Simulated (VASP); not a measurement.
# ZnS (F-43m) in VASP: notebook, part 2 of 2

VASP 6.6.1. The steps go on from the part before.

## 3. Single point, PBE+D3(BJ)

This run uses another cell than the first one, of 19.42 Å³/atom, 1.011 times its volume.

INCAR reads:

```
SYSTEM = ZnS
ALGO     = Normal         ! electronic algorithm
EDIFF    = 1E-6           ! SCF threshold, eV
ENCUT    = 520            ! plane-wave cutoff, eV
GGA      = PE             ! functional
ISIF     = 2              ! what is computed and relaxed
ISMEAR   = -1             ! smearing method
IVDW     = 12             ! dispersion correction
LASPH    = .True.         ! aspherical terms in the spheres
LCHARG   = .False.        ! write CHGCAR
LREAL    = .False.        ! projectors in reciprocal space
LWAVE    = .False.        ! write WAVECAR
NBANDS   = 16             ! bands
NELM     = 100            ! most SCF steps
PREC     = Accurate       ! precision mode
SIGMA    = 0.05           ! smearing width, eV
```

KPOINTS reads:

```
k-points
0
Gamma
  6 6 6
  0 0 0
```

POSCAR reads:

```
ZnS
1.0
    3.8012984866      0.0000000000      0.0000000000
    1.9006492433      3.2920210568      0.0000000000
    1.9006492433      1.0973403523      3.1037472174
Zn S
1 1
Direct
    0.2500000000      0.2500000000      0.2500000000
    0.0000000000      0.0000000000      0.0000000000
```

Potentials or basis: VASP PAW PBE potentials, release 64 (Zn, S).

On the command line:

```
> cat potpaw_PBE.64/Zn/POTCAR potpaw_PBE.64/S/POTCAR > POTCAR
> mpirun -np 1 vasp_std > vasp.out
```

Run time: 5 s. Hardware: 1 thread of Intel Xeon Platinum 8559C (Emerald Rapids), shared host; peak memory 0.16 GiB.

Results (log left out):

```
Free energy                : -7.4621 eV
Pressure                   : 0.2 GPa
Band gap on the k mesh     : 2.18 eV, direct
Dispersion energy per atom : -0.314 eV
```

Levels at points of the mesh, in eV from the valence-band top:
```csv
k point,band 7,band 8,band 9,band 10,band 11,band 12
"(0.00, 0.00, 0.00)",0.00,0.00,0.00,2.18,6.38,6.38
"(0.50, 0.00, 0.00)",-5.40,-0.89,-0.89,3.34,6.92,6.92
"(0.50, 0.50, 0.00)",-4.62,-2.28,-2.28,3.37,4.07,11.09
```

## 4. Single point, PBE

This run uses another cell than the first one, of 20.16 Å³/atom, 1.050 times its volume.

INCAR reads:

```
PREC     = Accurate       # precision mode
ENCUT    = 520            # plane-wave cutoff, eV
EDIFF    = 1E-6           # SCF threshold, eV
ISMEAR   = -1             # smearing method
SIGMA    = 0.05           # smearing width, eV
LREAL    = F              # projectors in reciprocal space
LASPH    = T              # aspherical terms in the spheres
NELM     = 60             # most SCF steps
ALGO     = Normal         # electronic algorithm
ISIF     = 2              # what is computed and relaxed
LWAVE    = F              # write WAVECAR
LCHARG   = F              # write CHGCAR
GGA      = PE             # functional
NBANDS   = 16             # bands
```

KPOINTS reads:

```
Automatic mesh
0
Gamma
  6 6 6
```

POSCAR reads:

```
ZnS
1.0
    3.8490680563      0.0000000000      0.0000000000
    1.9245340282      3.3333907177      0.0000000000
    1.9245340282      1.1111302392      3.1427509078
Zn S
1 1
Direct
    0.2500000000      0.2500000000      0.2500000000
    0.0000000000      0.0000000000      0.0000000000
```

Potentials or basis: VASP PAW PBE potentials, release 64 (Zn, S).

On the command line:

```
> cat potpaw_PBE.64/Zn/POTCAR potpaw_PBE.64/S/POTCAR > POTCAR
> mpirun -np 1 vasp_std > vasp.out
```

OUTCAR:

```text
PREC = Accurate
   ENCUT = 520
   EDIFF = 1E-6
   ISMEAR = -1
   LREAL = F
   LASPH = T
   NELM = 60
   ISIF = 2
   GGA = PE

 ion  position               nearest neighbor table
   1  0.250  0.250  0.250-   2 2.36   2 2.36   2 2.36   2 2.36
   2  0.000  0.000  0.000-   1 2.36   1 2.36   1 2.36   1 2.36

  LATTYP: Found a face centered cubic cell.
 ALAT       =     5.4434042478

  Lattice vectors:

[... 477 lines left out ...]
     15      15.7394      0.00000
     16      16.6481      0.00000

------------------------ aborting loop because EDIFF is reached ----------------------------------------

  FORCE on cell =-STRESS in cart. coord.  units (eV):
  Direction    XX          YY          ZZ          XY          YZ          ZX
  --------------------------------------------------------------------------------------
  -------------------------------------------------------------------------------------
  Total        0.0423137      0.0423137      0.0423137      0.0000000     -0.0000000      0.0000000
  in kB        1.6812777      1.6812777      1.6812777      0.0000000     -0.0000000      0.0000000
  external PRESSURE =       1.6812777 kB  Pullay stress =       0.0000000 kB

 VOLUME and BASIS-vectors are now :
 -----------------------------------------------------------------------------
  energy-cutoff  :      520.00
  volume of cell :       40.32
      direct lattice vectors                 reciprocal lattice vectors
     3.849068056  0.000000000  0.000000000     0.259803149 -0.149997418 -0.106064191
     1.924534028  3.333390718  0.000000000     0.000000000  0.299994835 -0.106064191
     1.924534028  1.111130239  3.142750908     0.000000000  0.000000000  0.318192574

 POSITION                                       TOTAL-FORCE (eV/Angst)
 -----------------------------------------------------------------------------------
      1.92453      1.11113      0.78569        -0.000000     -0.000000     -0.000000
      0.00000      0.00000      0.00000         0.000000      0.000000      0.000000
 -----------------------------------------------------------------------------------
    total drift:                                0.000000      0.000000      0.000000

  FREE ENERGIE OF THE ION-ELECTRON SYSTEM (eV)
  ---------------------------------------------------
  free  energy   TOTEN  =        -6.8495558057 eV

  energy  without entropy=       -6.8495558056  energy(sigma->0) =       -6.84955581
```

OSZICAR:

```text
N       E                     dE             d eps       ncg     rms          rms(c)
DAV:   1     0.818418241341E+02    0.81842E+02   -0.86324E+03   512   0.136E+03
DAV:   2    -0.174974347233E+01   -0.83592E+02   -0.77378E+02   560   0.255E+02
DAV:   3    -0.722203174052E+01   -0.54723E+01   -0.54442E+01   672   0.613E+01
DAV:   4    -0.727736380612E+01   -0.55332E-01   -0.55317E-01   584   0.641E+00
DAV:   5    -0.727793196748E+01   -0.56816E-03   -0.56815E-03   664   0.629E-01    0.658E+00
DAV:   6    -0.686937111304E+01    0.40856E+00   -0.73477E-01   744   0.295E+01    0.516E+00
DAV:   7    -0.684981916034E+01    0.19552E-01   -0.24577E-01   584   0.440E+00    0.266E+00
DAV:   8    -0.684911057957E+01    0.70858E-03   -0.49285E-03   624   0.790E-01    0.702E-01
DAV:   9    -0.684938716137E+01   -0.27658E-03   -0.12254E-03   632   0.282E-01    0.101E-01
DAV:  10    -0.684956315172E+01   -0.17599E-03   -0.22933E-04   608   0.147E-01    0.596E-02
DAV:  11    -0.684955501646E+01    0.81353E-05   -0.37317E-05   616   0.937E-02    0.713E-03
DAV:  12    -0.684955580568E+01   -0.78922E-06   -0.42515E-06   672   0.209E-02
   1 F= -.68495558E+01 E0= -.68495558E+01  d E =-.702650E-10
```

stdout:

```text
POSCAR found type information on POSCAR ZnS
 POSCAR found :  2 types and       2 ions
 scaLAPACK will be used
 LDA part: xc-table for (Slater+PW92), standard interpolation
 POSCAR, INCAR and KPOINTS ok, starting setup
 FFT: planning ... GRIDC
 FFT: planning ... GRID_SOFT
 FFT: planning ... GRID
 WAVECAR not read
 entering main loop
```

Run time: 6.1 s. Hardware: 1 thread of Intel Xeon Platinum 8559C (Emerald Rapids), shared host; peak memory 0.16 GiB.

What came out:

| Quantity | Value |
| --- | --- |
| Free energy | -6.8496 eV |
| Pressure | 0.2 GPa |
| Band gap on the k mesh | 2.02 eV, direct |

## 5. Summary

| level | cell | gap on the mesh (eV) | pressure (GPa) |
| --- | --- | --- | --- |
| PBEsol | a = 3.787 Å, angles 60.0°, 2 atoms | 2.09 | 0.2 |
| PBE+D3(BJ) | a = 3.801 Å, angles 60.0°, 2 atoms | 2.18 | 0.2 |
| PBE | a = 3.849 Å, angles 60.0°, 2 atoms | 2.02 | 0.2 |

Alike in all rows: task single point; potentials or basis VASP PAW PBE potentials, release 64 (Zn, S); no spin polarisation; k mesh 6 × 6 × 6; cutoff (eV) 520; smearing fermi-dirac 0.05 eV.

Caveats: the PAW data sets were made with another functional, which shifts forces and pressure a little (some runs).

Absolute energies hang on the potentials; compare differences alone.

## 6. Against experiment

Step 2. Measured gap of ZnS: 3.85 eV (direct; 19 K; quoted in “Electronic, vibrational, and thermodynamic properties of ZnS (zincblende and rocksalt structure)”, 2009, arxiv:0911.5022). This calculation gives 2.09 eV (-1.76 eV). The value is that of PBEsol, without temperature or zero-point motion. Semilocal functionals fall short of measured gaps as a rule.

Step 3. Measured gap of ZnS: 3.85 eV (direct; 19 K; quoted in “Electronic, vibrational, and thermodynamic properties of ZnS (zincblende and rocksalt structure)”, 2009, arxiv:0911.5022). This calculation gives 2.18 eV (-1.67 eV). The value is that of PBE+D3(BJ), without temperature or zero-point motion. Semilocal functionals fall short of measured gaps as a rule.

Step 4. A measured gap of ZnS is 3.85 eV (direct; 19 K; quoted in “Electronic, vibrational, and thermodynamic properties of ZnS (zincblende and rocksalt structure)”, 2009, arxiv:0911.5022); the calculated 2.02 eV misses it by -1.83 eV. The value is that of PBE, without temperature or zero-point motion. Semilocal functionals fall short of measured gaps as a rule.
